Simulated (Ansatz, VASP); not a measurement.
Two plane-wave programs on CdF2

```
Cd F
1.0
     0.00000    2.68053    2.69400
     2.70747    0.00000    2.69400
     2.70747    2.68053    0.00000
Cd F
1 2
Direct
  0.00000 0.00000 0.00000
  0.25000 0.25000 0.25000
  0.75000 0.75000 0.75000
```

Change from the starting cell: strain +0.0050 x Voigt [1, -1, 0, 0, 0, 0], atoms carried along.

Alike in both runs: task single point; functional PBE; k mesh 8 × 8 × 8; occupations gaussian, width 0.05 eV; no spin polarisation.

```csv
,VASP,Ansatz
version,VASP 6.6.1,Ansatz 0.2.0
potentials or method,"VASP PAW PBE potentials, release 64 (Cd, F), cutoff 520 eV","scalar-relativistic, plane waves, PAW"
valence electrons in the cell,26,34
```

|  | VASP | Ansatz | Ansatz less VASP |
| --- | --- | --- | --- |
| gap on the k mesh at the Fermi level (eV) | 3.06 | 3.09 | +0.033 |
| least direct gap on the mesh (eV) | 3.55 | 3.58 | +0.031 |
| pressure (GPa) | 6.2 | 5.5 | -0.73 |
| traceless stress, the component that is largest in VASP (GPa) | 0.54 | 0.55 | +0.009 |

VASP's potentials hold 26 valence electrons a cell and Ansatz's 34, so a difference there can come from the potentials and not from the codes.
